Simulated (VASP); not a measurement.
# Ge in VASP: notebook

Ge is run at these levels: LDA; tasks: single point.

Program: VASP 6.6.1. These are calculated values, not measurements. Logs are shortened: lines on timing, memory, paths and dates and some standing lists are left out, and cuts for length are marked.

## Step 1: The cell of the first run

The cell holds a slab with vacuum, 6 atoms: a = 3.975 Å, b = 3.975 Å, c = 23.303 Å, α = 90.00°, β = 90.00°, γ = 120.00°.

## Step 2: Single point, LDA

INCAR reads:

```
SYSTEM = Ge
PREC = Accurate ; ENCUT = 520
EDIFF = 1E-7 ; ISMEAR = -1
SIGMA = 0.02 ; LREAL = .FALSE.
LASPH = .TRUE. ; NELM = 60
ALGO = Normal ; ISIF = 2
LWAVE = .FALSE. ; LCHARG = .FALSE.
LDIPOL = .TRUE. ; IDIPOL = 3
DIPOL = 0.5 0.5 0.500 ; GGA = CA
NBANDS = 51
```

KPOINTS reads:

```
regular mesh
0
G
  9 9 1
  0 0 0
```

POSCAR reads:

```
Ge
1.0
    3.9751430018      0.0000000000      0.0000000000
   -1.9875715009      3.4425748232      0.0000000000
    0.0000000000      0.0000000000     23.3028000000
Ge
6
Direct
    0.0000000000      0.0000000000      0.3433062978
    0.3333333340      0.6666666660      0.3781271200
    0.3333333340      0.6666666660      0.4825895881
    0.6666666670      0.3333333330      0.5174104111
    0.6666666670      0.3333333330      0.6218728792
    0.0000000000      0.0000000000      0.6566937022
```

Potentials or basis: VASP PAW LDA potentials, release 64 (Ge_d).

Launch:

```bash
cat potpaw_LDA.64/Ge_d/POTCAR > POTCAR
mpirun -np 1 vasp_std > vasp.out
```

OUTCAR:

```text
SYSTEM = Ge
   PREC = Accurate
   ENCUT = 520
   EDIFF = 1E-7
   ISMEAR = -1
   LREAL = .FALSE.
   LASPH = .TRUE.
   NELM = 60
   ISIF = 2
   GGA = CA

 ion  position               nearest neighbor table
   1  0.000  0.000  0.343-   2 2.43   2 2.43   2 2.43
   2  0.333  0.667  0.378-   1 2.43   1 2.43   3 2.43   1 2.43
   3  0.333  0.667  0.483-   2 2.43   4 2.43   4 2.43   4 2.43
   4  0.667  0.333  0.517-   5 2.43   3 2.43   3 2.43   3 2.43
   5  0.667  0.333  0.622-   4 2.43   6 2.43   6 2.43   6 2.43
   6  0.000  0.000  0.657-   5 2.43   5 2.43   5 2.43

  LATTYP: Found a hexagonal cell.
 ALAT       =     3.9751430018
 C/A-ratio  =     5.8621287308

  Lattice vectors:

 A1 = (   3.9751430018,   0.0000000000,   0.0000000000)
 A2 = (  -1.9875715009,   3.4425748232,   0.0000000000)
 A3 = (   0.0000000000,   0.0000000000,  23.3028000000)

Analysis of symmetry for initial positions (statically):
=====================================================================
 Subroutine PRICEL returns:
 Original cell was already a primitive cell.

 Routine SETGRP: Setting up the symmetry group for a
 hexagonal supercell.

 Subroutine GETGRP returns: Found 12 space group operations
 (whereof 12 operations were pure point group operations)
 out of a pool of 24 trial point group operations.

The static configuration has the point symmetry D_3d.

Analysis of symmetry for dynamics (positions and initial velocities):
=====================================================================
 Subroutine PRICEL returns:
 Original cell was already a primitive cell.

 Routine SETGRP: Setting up the symmetry group for a
 hexagonal supercell.

 Subroutine GETGRP returns: Found 12 space group operations
 (whereof 12 operations were pure point group operations)
 out of a pool of 24 trial point group operations.

The dynamic configuration has the point symmetry D_3d.

 Subroutine INISYM returns: Found 12 space group operations
 (whereof 12 operations are pure point group operations),
 and found     1 'primitive' translations

----------------------------------------------------------------------------------------

                                     Primitive cell

  volume of cell :     318.8925

[... 86 lines left out ...]
   NSW    =      0    number of steps for IOM
   IBRION =     -1    ionic relax: 0-MD 1-quasi-New 2-CG
   NFREE  =      0    steps in history (QN), initial steepest desc. (CG)
   ISIF   =      2    stress and relaxation
   ISYM   =      2    0-nonsym 1-usesym 2-fastsym
   POTIM  = 0.5000    time-step for ionic-motion
   TEBEG  =    0.0;   TEEND  =   0.0 temperature during run
   PSTRESS=    0.0 pullay stress
   NELECT =      84.0000    total number of electrons
   NUPDOWN=      -1.0000    fix difference up-down
   EMIN   =  10.00;   EMAX   =-10.00  energy-range for DOS
   EFERMI =   0.00;   METHOD = LEGACY
   ISMEAR =    -1;   SIGMA  =   0.02  broadening in eV -4-tet -1-fermi 0-gaus
   EFERMI_NEDOS =   21; number of points for ismear=-14 and -15
   IALGO  =     38    algorithm
   IMIX   =      4    mixing-type and parameters
     AMIX     =   0.40;   BMIX     =  1.00
     AMIX_MAG =   1.60;   BMIX_MAG =  1.00
  volume/ion in A,a.u.               =      53.15       358.67
  Fermi-wavevector in a.u.,A,eV,Ry     =   1.049429  1.983134 14.984121  1.101302
  Thomas-Fermi vector in A             =   2.184392
   LORBIT       =      0    0 simple, 1 ext, 2 COOP (PROOUT), +10 PAW based schemes
   GGA     = CA    functional components
   LHFCALC =     F    Hartree Fock is set to
   AEXX    =    0.0000 exact exchange contribution
   IVDW    =     0    specifies the selected vdW correction
   LEPSILON=     F    determine dielectric tensor
   LRPA    =     F    only Hartree local field effects (RPA)
 non-spin polarized calculation
  energy-cutoff  :      520.00
  volume of cell :      318.89
 maximum number of plane-waves:      8661
 NGX is ok and might be reduce to    30
   NGX = 15   NGY = 15   NGZ = 87

 number of electron      84.0000070 magnetization

 dipolmoment           0.000000      0.000000      0.000000 electrons x Angstroem

 Free energy of the ion-electron system (eV)
  ---------------------------------------------------
  ext. energy  EPLUGINS =         0.00000000
  ---------------------------------------------------
  free energy    TOTEN  =       -29.04229633 eV

  energy without entropy =      -29.03491687  energy(sigma->0) =      -29.03860660

 E-fermi :  -0.9846     XC(G=0):  -4.9870

 val. band max:       -1.0029134084   @ k =   0.1111   0.0000   0.0000
 cond. band min:      -0.9641588685   @ k =   0.4444   0.1111   0.0000
 fundamental gap:      0.0387545399
 Fermi energy:        -0.9846050099

 k-point     1 :       0.0000    0.0000    0.0000
  band No.  band energies     occupation
      1     -25.6981      2.00000
      2     -25.6981      2.00000
      3     -25.6571      2.00000
      4     -25.6430      2.00000
      5     -25.6308      2.00000
      6     -25.6308      2.00000
[... 637 lines left out ...]
     50       5.3502      0.00000
     51       5.3502      0.00000

------------------------ aborting loop because EDIFF is reached ----------------------------------------

 vacuum level on the upper side and lower side of the slab       (xc-potential included)        -0.075        -0.075

  FORCE on cell =-STRESS in cart. coord.  units (eV):
  Direction    XX          YY          ZZ          XY          YZ          ZX
  --------------------------------------------------------------------------------------
  -------------------------------------------------------------------------------------
  Total       -0.5158501     -0.5158501      1.7482751     -0.0000000      0.0000000      0.0000000
  in kB       -2.5917308     -2.5917308      8.7836717     -0.0000000      0.0000000      0.0000000
  external PRESSURE =       1.2000701 kB  Pullay stress =       0.0000000 kB

 VOLUME and BASIS-vectors are now :
 -----------------------------------------------------------------------------
  energy-cutoff  :      520.00
  volume of cell :      318.89
      direct lattice vectors                 reciprocal lattice vectors
     3.975143002  0.000000000  0.000000000     0.251563277  0.145240126  0.000000000
    -1.987571501  3.442574823  0.000000000     0.000000000  0.290480251  0.000000000
     0.000000000  0.000000000 23.302800000     0.000000000  0.000000000  0.042913298

 POSITION                                       TOTAL-FORCE (eV/Angst)
 -----------------------------------------------------------------------------------
      0.00000      0.00000      8.00000        -0.000000      0.000000      0.105387
      0.00000      2.29505      8.81142         0.000000      0.000000     -0.496956
      0.00000      2.29505     11.24569        -0.000000     -0.000000      0.320330
      1.98757      1.14752     12.05711        -0.000000      0.000000     -0.320330
      1.98757      1.14752     14.49138        -0.000000      0.000000      0.496956
      0.00000      0.00000     15.30280         0.000000     -0.000000     -0.105387
 -----------------------------------------------------------------------------------
    total drift:                               -0.000006      0.000004      0.000044

  FREE ENERGIE OF THE ION-ELECTRON SYSTEM (eV)
  ---------------------------------------------------
  free  energy   TOTEN  =       -29.0422963288 eV

  energy  without entropy=      -29.0349168721  energy(sigma->0) =      -29.03860660

 vacuum level on the upper side and lower side of the slab         3.872         3.872
```

Wall time 6.2 min (1 thread of Intel Xeon 6975P-C, shared host); peak memory 0.37 GiB.

What came out:

```yaml
Free_energy: -29.0423 eV
Largest_force: 0.497 eV/Å
Band_gap_on_the_k_mesh: zero (band 42 reaches -0.77 eV, above the bottom of band 43 at -0.96 eV)
```

Forces in eV/Å, atoms in the order of the input:
```
Ge   0.000  0.000  0.105
Ge   0.000  0.000 -0.497
Ge   0.000  0.000  0.320
Ge   0.000  0.000 -0.320
Ge   0.000  0.000  0.497
Ge   0.000  0.000 -0.105
```

## Step 3: Single point, LDA

INCAR reads:

```
ALGO = Normal
DIPOL = 0.5 0.5 0.500
EDIFF = 1E-6
ENCUT = 520
IDIPOL = 3
ISIF = 2
ISMEAR = -1
LASPH = T
LCHARG = T
LDIPOL = T
LELF = T
LREAL = F
LVACPOTAV = T
LVHAR = T
LWAVE = F
NBANDS = 51
NELM = 80
PREC = Accurate
SIGMA = 0.02
```

KPOINTS reads:

```
k-points
0
Gamma
  9 9 1
```

POSCAR reads:

```
Ge
1.0
    3.9751430018      0.0000000000      0.0000000000
   -1.9875715009      3.4425748232      0.0000000000
    0.0000000000      0.0000000000     23.3028000000
Ge
6
Direct
    0.0000000000      0.0000000000      0.3420761859
    0.3333333333      0.6666666667      0.3748806487
    0.3333333333      0.6666666667      0.4829060380
    0.6666666667      0.3333333333      0.5170939595
    0.6666666667      0.3333333333      0.6251193500
    0.0000000000      0.0000000000      0.6579238163
```

Potentials or basis: VASP PAW LDA potentials, release 64 (Ge_d).

Launch:

```bash
cat potpaw_LDA.64/Ge_d/POTCAR > POTCAR
mpirun -np 1 vasp_std > vasp.out
```

OUTCAR:

```text
EDIFF = 1E-6
   ENCUT = 520
   ISIF = 2
   ISMEAR = -1
   LASPH = T
   LREAL = F
   NELM = 80
   PREC = Accurate

 ion  position               nearest neighbor table
   1  0.000  0.000  0.342-   2 2.42   2 2.42   2 2.42
   2  0.333  0.667  0.375-   1 2.42   1 2.42   1 2.42   3 2.52
   3  0.333  0.667  0.483-   4 2.43   4 2.43   4 2.43   2 2.52
   4  0.667  0.333  0.517-   3 2.43   3 2.43   3 2.43   5 2.52
   5  0.667  0.333  0.625-   6 2.42   6 2.42   6 2.42   4 2.52
   6  0.000  0.000  0.658-   5 2.42   5 2.42   5 2.42

  LATTYP: Found a hexagonal cell.
 ALAT       =     3.9751430018
 C/A-ratio  =     5.8621287308

  Lattice vectors:

 A1 = (   3.9751430018,   0.0000000000,   0.0000000000)
 A2 = (  -1.9875715009,   3.4425748232,   0.0000000000)
 A3 = (   0.0000000000,   0.0000000000,  23.3028000000)

Analysis of symmetry for initial positions (statically):
=====================================================================
 Subroutine PRICEL returns:
 Original cell was already a primitive cell.

 Routine SETGRP: Setting up the symmetry group for a
 hexagonal supercell.

 Subroutine GETGRP returns: Found 12 space group operations
[... 170 lines left out ...]

 k-point     1 :       0.0000    0.0000    0.0000
  band No.  band energies     occupation
      1     -25.6416      2.00000
      2     -25.6416      2.00000
      3     -25.5971      2.00000
      4     -25.5811      2.00000
      5     -25.5768      2.00000
      6     -25.5768      2.00000
[... 637 lines left out ...]
     50       5.3978      0.00000
     51       5.3978      0.00000

------------------------ aborting loop because EDIFF is reached ----------------------------------------

  FORCE on cell =-STRESS in cart. coord.  units (eV):
  Direction    XX          YY          ZZ          XY          YZ          ZX
  --------------------------------------------------------------------------------------
  -------------------------------------------------------------------------------------
  Total       -0.2088028     -0.2088028      0.0533758      0.0000000      0.0000000     -0.0000000
  in kB       -1.0490657     -1.0490657      0.2681703      0.0000000      0.0000000     -0.0000000
  external PRESSURE =      -0.6099871 kB  Pullay stress =       0.0000000 kB

 VOLUME and BASIS-vectors are now :
 -----------------------------------------------------------------------------
  energy-cutoff  :      520.00
  volume of cell :      318.89
      direct lattice vectors                 reciprocal lattice vectors
     3.975143002  0.000000000  0.000000000     0.251563277  0.145240126  0.000000000
    -1.987571501  3.442574823  0.000000000     0.000000000  0.290480251  0.000000000
     0.000000000  0.000000000 23.302800000     0.000000000  0.000000000  0.042913298

 POSITION                                       TOTAL-FORCE (eV/Angst)
 -----------------------------------------------------------------------------------
      0.00000      0.00000      7.97133         0.000000      0.000000     -0.015651
     -0.00000      2.29505      8.73577         0.000000      0.000000      0.003032
     -0.00000      2.29505     11.25306         0.000000     -0.000000     -0.004370
      1.98757      1.14752     12.04974        -0.000000      0.000000      0.004370
      1.98757      1.14752     14.56703         0.000000      0.000000     -0.003032
      0.00000      0.00000     15.33147        -0.000000     -0.000000      0.015651
 -----------------------------------------------------------------------------------
    total drift:                                0.000000      0.000000      0.000041

  FREE ENERGIE OF THE ION-ELECTRON SYSTEM (eV)
  ---------------------------------------------------
  free  energy   TOTEN  =       -29.0791743240 eV

  energy  without entropy=      -29.0742196462  energy(sigma->0) =      -29.07669699

 vacuum level on the upper side and lower side of the slab         3.937         3.937
```

OSZICAR:

```text
N       E                     dE             d eps       ncg     rms          rms(c)
DAV:   1     0.879757046714E+03    0.87976E+03   -0.44405E+04  1489   0.318E+03
DAV:   2     0.127115471095E+03   -0.75264E+03   -0.73142E+03  1344   0.846E+02
DAV:   3    -0.187664992059E+02   -0.14588E+03   -0.14401E+03  1599   0.222E+02
DAV:   4    -0.291550110535E+02   -0.10389E+02   -0.10329E+02  1461   0.699E+01
[... 14 lines left out ...]
DAV:  19    -0.290791474336E+02   -0.18558E-04   -0.11327E-06   887   0.396E-02    0.871E-04
DAV:  20    -0.290791676612E+02   -0.20228E-04   -0.18547E-06   896   0.237E-02    0.483E-04
DAV:  21    -0.290791718787E+02   -0.42175E-05   -0.43873E-07   905   0.120E-02    0.298E-04
DAV:  22    -0.290791740220E+02   -0.21433E-05   -0.43515E-07   866   0.942E-03    0.192E-04
DAV:  23    -0.290791743240E+02   -0.30202E-06   -0.11369E-07   845   0.670E-03
   1 F= -.29079174E+02 E0= -.29076697E+02  d E =-.495468E-02
```

stdout:

```text
POSCAR found type information on POSCAR Ge
 POSCAR found :  1 types and       6 ions
 scaLAPACK will be used
 LDA part: xc-table for (Slater(with rela. corr.)+CA(PZ))
 , standard interpolation
 POSCAR, INCAR and KPOINTS ok, starting setup
 FFT: planning ... GRIDC
 FFT: planning ... GRID_SOFT
 FFT: planning ... GRID
 WAVECAR not read
 entering main loop
 -----------------------------------------------------------------------------
|                                                                             |
|           W    W    AA    RRRRR   N    N  II  N    N   GGGG   !!!           |
|           W    W   A  A   R    R  NN   N  II  NN   N  G    G  !!!           |
|           W    W  A    A  R    R  N N  N  II  N N  N  G       !!!           |
|           W WW W  AAAAAA  RRRRR   N  N N  II  N  N N  G  GGG   !            |
|           WW  WW  A    A  R   R   N   NN  II  N   NN  G    G                |
|           W    W  A    A  R    R  N    N  II  N    N   GGGG   !!!           |
|                                                                             |
|     Did not find any points to average over, which means that no vacuum     |
|     field-free region was found. Please increase the size of  your cell     |
|     in the dimension of the dipole correction to obtain accurate            |
|     workfunction values.                                                    |
|                                                                             |
 -----------------------------------------------------------------------------
```

Run time: 6.7 min. Hardware: 1 thread of Intel Xeon 6975P-C, shared host; peak memory 0.37 GiB.

Results:

```yaml
Free_energy: -29.0792 eV
Largest_force: 0.016 eV/Å
Band_gap_on_the_k_mesh: zero (band 42 reaches -0.86 eV, above the bottom of band 43 at -0.93 eV)
```

Forces in eV/Å, atoms in the order of the input:
```
Ge   0.000  0.000 -0.016
Ge   0.000  0.000  0.003
Ge   0.000  0.000 -0.004
Ge   0.000  0.000  0.004
Ge   0.000  0.000 -0.003
Ge   0.000  0.000  0.016
```

## Step 4: Single point, LDA

INCAR reads:

```
SYSTEM = Ge
ALGO = Normal ; DIPOL = 0.5 0.5 0.500
EDIFF = 1E-7 ; ENCUT = 520
GGA = CA ; IDIPOL = 3
ISIF = 2 ; ISMEAR = -1
LASPH = .True. ; LCHARG = .False.
LDIPOL = .True. ; LREAL = .False.
LWAVE = .False. ; NBANDS = 51
NELM = 60 ; PREC = Accurate
SIGMA = 0.02
```

KPOINTS reads:

```
k-points
0
Gamma
  9 9 1
  0 0 0
```

POSCAR is that of step 3.

Launch:

```bash
cat potpaw_LDA.64/Ge_d/POTCAR > POTCAR
mpirun -np 1 vasp_std > vasp.out
```

Run time: 7.8 min. Hardware: 1 thread of Intel Xeon 6975P-C, shared host; peak memory 0.37 GiB.

The run converged. Its results:

```
Free energy            : -29.0792 eV
Largest force          : 0.016 eV/Å
Band gap on the k mesh : zero (band 42 reaches -0.86 eV, above the bottom of band 43 at -0.93 eV)
```

Forces on the atoms (eV/Å):
```
Ge   0.000  0.000 -0.016
Ge   0.000  0.000  0.003
Ge   0.000  0.000 -0.004
Ge   0.000  0.000  0.004
Ge   0.000  0.000 -0.003
Ge   0.000  0.000  0.016
```

Levels at points of the mesh, in eV from the Fermi level:
```
           k point  band 38  band 39  band 40  band 41  band 42  band 43  band 44  band 45  band 46  band 47
(0.00, 0.00, 0.00)    -0.84    -0.36    -0.36     0.09     0.09     0.58     0.85     1.29     1.44     3.44
```

## Step 5: Single point, LDA

INCAR reads:

```
SYSTEM = Ge
PREC = Accurate
ENCUT = 520
EDIFF = 1E-7
ISMEAR = -1
SIGMA = 0.02
LREAL = .FALSE.
LASPH = .TRUE.
NELM = 100
ALGO = Normal
ISIF = 2
LWAVE = .FALSE.
LCHARG = .TRUE.
LELF = .TRUE.
LVHAR = .TRUE.
NBANDS = 51
```

KPOINTS reads:

```
Automatic mesh
0
G
  9 9 1
  0 0 0
```

POSCAR is that of step 4.

Launch:

```bash
cat potpaw_LDA.64/Ge_d/POTCAR > POTCAR
mpirun -np 1 vasp_std > vasp.out
```

It took 7.2 min on 1 thread of Intel Xeon 6975P-C, shared host; peak memory 0.37 GiB.

It converged, with:

```
Free energy            : -29.0792 eV
Largest force          : 0.016 eV/Å
Band gap on the k mesh : zero (band 42 reaches -0.86 eV, above the bottom of band 43 at -0.93 eV)
```

Forces in eV/Å, atoms in the order of the input:
```
Ge   0.000  0.000 -0.016
Ge   0.000  0.000  0.003
Ge   0.000  0.000 -0.004
Ge   0.000  0.000  0.004
Ge   0.000  0.000 -0.003
Ge   0.000  0.000  0.016
```

Levels at points of the mesh, in eV from the Fermi level:
| k point | band 38 | band 39 | band 40 | band 41 | band 42 | band 43 | band 44 | band 45 | band 46 | band 47 |
| --- | --- | --- | --- | --- | --- | --- | --- | --- | --- | --- |
| (0.00, 0.00, 0.00) | -0.84 | -0.36 | -0.36 | 0.09 | 0.09 | 0.58 | 0.85 | 1.29 | 1.44 | 3.44 |
